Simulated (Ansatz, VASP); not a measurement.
## One calculation of HRh6, two programs

```
CELL_PARAMETERS angstrom
5.41634 0.00000 0.00000
0.00000 5.41634 0.00000
0.00000 0.00000 21.67374
ATOMIC_POSITIONS crystal
Rh 0.25000 0.25000 0.18456
Rh 0.25000 0.75000 0.18456
Rh 0.75000 0.25000 0.18456
Rh 0.75000 0.75000 0.18456
Rh 0.00000 0.00000 0.26938
Rh 0.00000 0.50000 0.26938
Rh 0.50000 0.00000 0.26938
Rh 0.50000 0.50000 0.26938
Rh 0.25000 0.25000 0.35406
Rh 0.25000 0.75000 0.35406
Rh 0.75000 0.25000 0.35406
Rh 0.75000 0.75000 0.35406
H 0.39098 0.50000 0.47402
H 0.60902 0.50000 0.47402
```

Alike in both runs: task single point; functional PBE; k mesh 5 × 5 × 1; occupations gaussian, width 0.1 eV; no spin polarisation.

```csv
,VASP,Ansatz
version,VASP 6.6.1,Ansatz 0.2.0
potentials or method,"VASP PAW PBE potentials, release 64 (Rh_pv, H), cutoff 520 eV","scalar-relativistic, plane waves, PAW"
valence electrons in the cell,182,206
```

VASP gave:

| Item | Value |
| --- | --- |
| gap on the k mesh at the Fermi level (eV) | none |
| rms of the force components (eV/Å) | 0.901 |
| work function, face that differs most (eV) | 4.90 |

**Question.** Which values does Ansatz return?

**Answer.** gap on the k mesh at the Fermi level (eV): none; rms of the force components (eV/Å): 0.900; work function, face that differs most (eV): 4.90.

Atom by atom the forces differ by 0.001 eV/Å (rms over components). A gap of «none» marks a metal or a gap that the smearing closes. VASP's potentials hold 182 valence electrons a cell and Ansatz's 206, so a difference there can come from the potentials and not from the codes.
